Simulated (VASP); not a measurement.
Wanted: the native input for a VASP 6.6.1 run.

```
Task                   : single point
Functional             : PBE
Potentials or basis    : VASP PAW PBE potentials, release 64 (Li_sv, Nb_sv, O)
Cutoff                 : 520 eV
k mesh                 : 6 × 6 × 6
Occupations            : gaussian, width 0.05 eV
Spin                   : no spin polarisation
Dipole correction      : no
Further INCAR settings : ALGO = Normal; EDIFF = 1e-06; NBANDS = 45
```

The structure of LiNbO3 lies in POSCAR:

```
LiNbO3
1.0
    2.5922616086      1.4966429375      4.3074747062
   -2.5922616086      1.4966429375      4.3074747062
    0.0000000000     -2.9932858750      4.3074747063
Li Nb O
2 2 6
Direct
    0.2815913687      0.2815913687      0.2815913687
    0.7815913687      0.7815913687      0.7815913687
    0.0004900497      0.0004900497      0.0004900497
    0.5004900497      0.5004900497      0.5004900497
    0.1104619503      0.3580262714      0.7211003599
    0.7211003599      0.1104619503      0.3580262714
    0.3580262714      0.7211003599      0.1104619503
    0.2211003599      0.8580262714      0.6104619503
    0.8580262714      0.6104619503      0.2211003599
    0.6104619503      0.2211003599      0.8580262714
```

This cell differs from its parent crystal: volume 10.027 Å^3 an atom, c/a of the conventional cell 2.4925.

These files were run (other wordings do the same):

INCAR

```
SYSTEM = LiNbO3
PREC = Accurate ; ENCUT = 520
EDIFF = 1E-6 ; ISMEAR = 0
SIGMA = 0.05 ; LREAL = .FALSE.
LASPH = .TRUE. ; NELM = 100
ALGO = Normal ; ISIF = 2
LWAVE = .FALSE. ; LCHARG = .FALSE.
GGA = PE ; NBANDS = 45
```

KPOINTS

```
regular mesh
0
G
  6 6 6
  0 0 0
```

Potentials or basis: VASP PAW PBE potentials, release 64 (Li_sv, Nb_sv, O).

Run with:

```console
$ cat potpaw_PBE.64/Li_sv/POTCAR potpaw_PBE.64/Nb_sv/POTCAR potpaw_PBE.64/O/POTCAR > POTCAR
$ mpirun -np 1 vasp_std > vasp.out
```

It gave:

The largest force is 0.873 eV/Å. The band gap on the k mesh is 3.81 eV, indirect (least direct gap 3.86 eV).

Run time: 84 s on 1 thread of AMD EPYC 9R45 (Zen 5), with other jobs on the host, peak memory 0.27 GiB.
